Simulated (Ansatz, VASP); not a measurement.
**BN in VASP and in Ansatz**

```
CELL_PARAMETERS angstrom
2.76207 0.00000 0.00000
-1.38104 2.15498 0.00000
0.00000 0.00000 6.01917
ATOMIC_POSITIONS crystal
B 0.35553 0.71105 0.25000
B 0.64447 0.28895 0.75000
N 0.30733 0.61466 0.75000
N 0.69267 0.38534 0.25000
```

Change from the starting cell: normal strain along x +0.1100, normal strain along z -0.0733.

Alike in both runs: functional LDA; k mesh 12 × 12 × 4; occupations gaussian, width 0.05 eV; no spin polarisation.

Ansatz relaxed the structure, and its values are those at the end. VASP's run is a single point on that final structure, the one shown.

|  | VASP | Ansatz |
| --- | --- | --- |
| version | VASP 6.6.1 | Ansatz 0.2.0 |
| potentials or method | VASP PAW LDA potentials, release 64 (B, N), cutoff 520 eV | scalar-relativistic, plane waves, PAW |
| valence electrons in the cell | 16 | 16 |

```csv
,VASP,Ansatz,Ansatz less VASP
gap on the k mesh at the Fermi level (eV),3.32,3.33,+0.009
least direct gap on the mesh (eV),3.32,3.33,+0.009
pressure (GPa),-31.0,-31.5,-0.45
rms of the force components (eV/Å),0.010,0.001,-0.0090
```

Ansatz warns that its potentials were made for another functional, while VASP's fit it. LDA's correlation is that of Perdew and Zunger in VASP and of Perdew and Wang (1992) in Ansatz. Both programs put the cell under strong tension, so it lies far from rest at this level. Ansatz's warnings: stress scf threshold loose.

Noted on VASP's run: the cell as given lies far from equilibrium.
